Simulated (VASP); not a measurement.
# CsI (Pm-3m) in VASP: single point with r2SCAN

Aim: the single point of CsI with r2SCAN.

Everything below comes from runs of VASP 6.6.1. Logs are shortened: lines on timing, memory, paths and dates and some standing lists are left out, and cuts for length are marked.

### 1 The cell of the first run

Symmetry: Pm-3m, No. 221, cubic system. The conventional cell has a = 4.567 Å, b = 4.567 Å, c = 4.567 Å, α = 90.00°, β = 90.00°, γ = 90.00°. Cs (site symmetry m-3m) has 8 I at 3.95 Å and 6 Cs at 4.57 Å within 5.2 Å. I (site symmetry m-3m) has 8 Cs at 3.95 Å and 6 I at 4.57 Å within 5.2 Å.

### 2 Single point, r2SCAN

The input, POSCAR:

```
CsI
1.0
    4.5667000000      0.0000000000      0.0000000000
    0.0000000000      4.5667000000      0.0000000000
    0.0000000000      0.0000000000      4.5667000000
Cs I
1 1
Direct
    0.0000000000      0.0000000000      0.0000000000
    0.5000000000      0.5000000000      0.5000000000
```

The input, INCAR.step1:

```
SYSTEM = CsI
ALGO = Normal ; EDIFF = 1E-4
ENCUT = 520 ; GGA = PE
ISMEAR = 0 ; LASPH = .True.
LCHARG = .False. ; LREAL = .False.
LWAVE = .True. ; NBANDS = 15
NELM = 80 ; PREC = Accurate
SIGMA = 0.05
```

The input, INCAR.step2:

```
SYSTEM = CsI
ALGO = Normal ; EDIFF = 1E-6
ENCUT = 520 ; ISIF = 2
ISMEAR = 0 ; ISTART = 1
LASPH = .True. ; LCHARG = .False.
LMIXTAU = .True. ; LREAL = .False.
LWAVE = .False. ; METAGGA = R2SCAN
NBANDS = 15 ; NELM = 80
PREC = Accurate ; SIGMA = 0.05
```

The input, KPOINTS:

```
k-points
0
Gamma
  6 6 6
  0 0 0
```

Potentials or basis: VASP PAW PBE potentials, release 64 (Cs_sv, I).

On the command line:

```bash
> cat potpaw_PBE.64/Cs_sv/POTCAR potpaw_PBE.64/I/POTCAR > POTCAR
> cp INCAR.step1 INCAR
> mpirun -np 1 vasp_std > vasp.out
> cp INCAR.step2 INCAR
> mpirun -np 1 vasp_std > vasp.out
```

OUTCAR:

```text
SYSTEM = CsI
   EDIFF = 1E-6
   ENCUT = 520
   ISIF = 2
   ISMEAR = 0
   ISTART = 1
   LASPH = .True.
   LREAL = .False.
   METAGGA = R2SCAN
   NELM = 80
   PREC = Accurate

 ion  position               nearest neighbor table
   1  0.000  0.000  0.000-
   2  0.500  0.500  0.500-

  LATTYP: Found a simple cubic cell.
 ALAT       =     4.5667000000

  Lattice vectors:

 A1 = (   4.5667000000,   0.0000000000,   0.0000000000)
 A2 = (   0.0000000000,   4.5667000000,   0.0000000000)
 A3 = (   0.0000000000,   0.0000000000,   4.5667000000)

Analysis of symmetry for initial positions (statically):
=====================================================================
 Subroutine PRICEL returns:
 Original cell was already a primitive cell.

 Routine SETGRP: Setting up the symmetry group for a
 simple cubic supercell.

 Subroutine GETGRP returns: Found 48 space group operations
 (whereof 48 operations were pure point group operations)
 out of a pool of 48 trial point group operations.

The static configuration has the point symmetry O_h .

Analysis of symmetry for dynamics (positions and initial velocities):
=====================================================================
 Subroutine PRICEL returns:
 Original cell was already a primitive cell.

 Routine SETGRP: Setting up the symmetry group for a
 simple cubic supercell.

 Subroutine GETGRP returns: Found 48 space group operations
 (whereof 48 operations were pure point group operations)
 out of a pool of 48 trial point group operations.

The dynamic configuration has the point symmetry O_h .

 Subroutine INISYM returns: Found 48 space group operations
 (whereof 48 operations are pure point group operations),
 and found     1 'primitive' translations

----------------------------------------------------------------------------------------

                                     Primitive cell

  volume of cell :      95.2374

  direct lattice vectors                    reciprocal lattice vectors
     4.566700000  0.000000000  0.000000000     0.218976504  0.000000000  0.000000000
     0.000000000  4.566700000  0.000000000     0.000000000  0.218976504  0.000000000
     0.000000000  0.000000000  4.566700000     0.000000000  0.000000000  0.218976504

  length of vectors
     4.566700000  4.566700000  4.566700000     0.218976504  0.218976504  0.218976504

  position of ions in fractional coordinates (direct lattice)
     0.000000000  0.000000000  0.000000000
     0.500000000  0.500000000  0.500000000

  ion indices of the primitive-cell ions
   primitive index   ion index
[... 80 lines left out ...]
   NELECT =      16.0000    total number of electrons
   NUPDOWN=      -1.0000    fix difference up-down
   EMIN   =  10.00;   EMAX   =-10.00  energy-range for DOS
   EFERMI =   0.00;   METHOD = LEGACY
   ISMEAR =     0;   SIGMA  =   0.05  broadening in eV -4-tet -1-fermi 0-gaus
   EFERMI_NEDOS =   21; number of points for ismear=-14 and -15
   IALGO  =     38    algorithm
   IMIX   =      4    mixing-type and parameters
     AMIX     =   0.40;   BMIX     =  1.00
     AMIX_MAG =   1.60;   BMIX_MAG =  1.00
  volume/ion in A,a.u.               =      47.62       321.35
  Fermi-wavevector in a.u.,A,eV,Ry     =   0.903328  1.707043 11.102385  0.816002
  Thomas-Fermi vector in A             =   2.026641
   LORBIT       =      0    0 simple, 1 ext, 2 COOP (PROOUT), +10 PAW based schemes
   METAGGA = R2SCAN    functional components
   LHFCALC =     F    Hartree Fock is set to
   AEXX    =    0.0000 exact exchange contribution
   IVDW    =     0    specifies the selected vdW correction
   LEPSILON=     F    determine dielectric tensor
   LRPA    =     F    only Hartree local field effects (RPA)
 non-spin polarized calculation
 Gauss-broadening in eV      SIGMA  =   0.05
  energy-cutoff  :      520.00
  volume of cell :       95.24
 maximum number of plane-waves:      2593
 NGX is ok and might be reduce to    36
   NGX = 17   NGY = 17   NGZ = 17

 number of electron      16.0000003 magnetization

 Free energy of the ion-electron system (eV)
  ---------------------------------------------------
  ext. energy  EPLUGINS =         0.00000000
  ---------------------------------------------------
  free energy    TOTEN  =       -53.12163997 eV

  energy without entropy =      -53.12163997  energy(sigma->0) =      -53.12163997

 E-fermi :   0.7551     XC(G=0):  -8.1218

 val. band max:        0.5119212699   @ k =   0.5000   0.5000   0.0000
 cond. band min:       5.1108682110   @ k =   0.0000   0.0000   0.0000
 fundamental gap:      4.5989469411
 Fermi energy:         0.7550662854

 k-point     1 :       0.0000    0.0000    0.0000
  band No.  band energies     occupation
      1     -20.4504      2.00000
      2     -10.4542      2.00000
      3      -6.7781      2.00000
      4      -6.7781      2.00000
      5      -6.7781      2.00000
      6       0.4238      2.00000
      7       0.4238      2.00000
      8       0.4238      2.00000
      9       5.1109      0.00000
     10       5.1232      0.00000
     11       5.1232      0.00000
     12       8.9129      0.00000
     13       8.9129      0.00000
     14       8.9129      0.00000
[... 329 lines left out ...]
      2     -10.1600      2.00000
      3      -7.0297      2.00000
      4      -7.0297      2.00000
      5      -7.0297      2.00000
      6      -0.8074      2.00000
      7      -0.8074      2.00000
      8      -0.8074      2.00000
      9       8.2603      0.00000
     10       8.2603      0.00000
     11       8.2603      0.00000
     12       9.0416      0.00000
     13       9.0416      0.00000
     14       9.0416      0.00000
     15      10.9044      0.00000

------------------------ aborting loop because EDIFF is reached ----------------------------------------

  FORCE on cell =-STRESS in cart. coord.  units (eV):
  Direction    XX          YY          ZZ          XY          YZ          ZX
  --------------------------------------------------------------------------------------
  -------------------------------------------------------------------------------------
  Total        0.2447261      0.2447261      0.2447261      0.0000000      0.0000000     -0.0000000
  in kB        4.1170247      4.1170247      4.1170247      0.0000000      0.0000000     -0.0000000
  external PRESSURE =       4.1170247 kB  Pullay stress =       0.0000000 kB

 VOLUME and BASIS-vectors are now :
 -----------------------------------------------------------------------------
  energy-cutoff  :      520.00
  volume of cell :       95.24
      direct lattice vectors                 reciprocal lattice vectors
     4.566700000  0.000000000  0.000000000     0.218976504  0.000000000  0.000000000
     0.000000000  4.566700000  0.000000000     0.000000000  0.218976504  0.000000000
     0.000000000  0.000000000  4.566700000     0.000000000  0.000000000  0.218976504

 POSITION                                       TOTAL-FORCE (eV/Angst)
 -----------------------------------------------------------------------------------
      0.00000      0.00000      0.00000         0.000000      0.000000      0.000000
      2.28335      2.28335      2.28335         0.000000      0.000000      0.000000
 -----------------------------------------------------------------------------------
    total drift:                                0.000000      0.000000      0.000000

  FREE ENERGIE OF THE ION-ELECTRON SYSTEM (eV)
  ---------------------------------------------------
  free  energy   TOTEN  =       -53.1216399652 eV

  energy  without entropy=      -53.1216399652  energy(sigma->0) =      -53.12163997
```

OUTCAR.step1:

```text
SYSTEM = CsI
   EDIFF = 1E-4
   ENCUT = 520
   GGA = PE
   ISMEAR = 0
   LASPH = .True.
   LREAL = .False.
[... 574 lines left out ...]
      0.00000      0.00000      0.00000         0.000000      0.000000      0.000000
      2.28335      2.28335      2.28335         0.000000      0.000000      0.000000
 -----------------------------------------------------------------------------------
    total drift:                               -0.000000      0.000000      0.000000

  FREE ENERGIE OF THE ION-ELECTRON SYSTEM (eV)
  ---------------------------------------------------
  free  energy   TOTEN  =        -5.4272705839 eV

  energy  without entropy=       -5.4272705839  energy(sigma->0) =       -5.42727058
```

OSZICAR.step1:

```text
N       E                     dE             d eps       ncg     rms          rms(c)
DAV:   1     0.862269731422E+02    0.86227E+02   -0.61054E+03   600   0.878E+02
DAV:   2     0.189157000643E+01   -0.84335E+02   -0.77674E+02   838   0.140E+02
DAV:   3    -0.546942573314E+01   -0.73610E+01   -0.73425E+01   789   0.460E+01
DAV:   4    -0.556549960738E+01   -0.96074E-01   -0.96067E-01   760   0.647E+00
DAV:   5    -0.556661196012E+01   -0.11124E-02   -0.11123E-02   817   0.652E-01    0.160E+00
DAV:   6    -0.544768187486E+01    0.11893E+00   -0.94157E-02   747   0.154E+00    0.112E+00
DAV:   7    -0.542352646821E+01    0.24155E-01   -0.98645E-02   768   0.152E+00    0.607E-01
DAV:   8    -0.542746370988E+01   -0.39372E-02   -0.12727E-02   621   0.605E-01    0.116E-01
DAV:   9    -0.542718929195E+01    0.27442E-03   -0.57333E-04   817   0.128E-01    0.536E-02
DAV:  10    -0.542727058388E+01   -0.81292E-04   -0.23645E-04   606   0.840E-02
   1 F= -.54272706E+01 E0= -.54272706E+01  d E =-.999737E-11
```

Wall time 82 s (1 thread of Intel Xeon 8259CL, shared host); peak memory 0.23 GiB.

What came out:

| Property | Result |
| --- | --- |
| Free energy | -53.1216 eV |
| Pressure | 0.4 GPa |
| Band gap on the k mesh | 4.60 eV (least direct gap 4.69 eV) |

Caveat: the PAW data sets were made with another functional, which shifts forces and pressure a little; spin-orbit coupling is left out, which moves the levels of the heavy elements. r2SCAN opens gaps a little over a GGA but as a rule still falls short of measured ones.
